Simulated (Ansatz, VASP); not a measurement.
# One calculation of SnO2, two programs

```
CELL_PARAMETERS angstrom
1.60392 0.92602 4.08138
-1.60392 0.92602 4.08138
0.00000 -1.85204 4.08138
ATOMIC_POSITIONS crystal
Sn 0.50000 0.50000 0.50000
O 0.24519 0.24519 0.24519
O 0.75481 0.75481 0.75481
```

Alike in both runs: task single point; functional LDA; k mesh 12 × 12 × 12; occupations gaussian, width 0.05 eV; no spin polarisation.

|  | VASP | Ansatz |
| --- | --- | --- |
| version | VASP 6.6.1 | Ansatz 0.2.0 |
| potentials or method | VASP PAW LDA potentials, release 64 (Sn_d, O), cutoff 520 eV | scalar-relativistic, plane waves, PAW |
| valence electrons in the cell | 26 | 26 |

```csv
,VASP,Ansatz,Ansatz less VASP
gap on the k mesh at the Fermi level (eV),1.56,1.56,-0.008
least direct gap on the mesh (eV),1.56,1.56,-0.008
pressure (GPa),1.0,0.0,-0.98
"traceless stress, the component that is largest in VASP (GPa)",-0.70,-0.01,+0.685
rms of the force components (eV/Å),0.030,0.000,-0.0299
```

LDA's correlation is that of Perdew and Zunger in VASP and of Perdew and Wang (1992) in Ansatz. Atom by atom the forces differ by 0.030 eV/Å (rms over components).
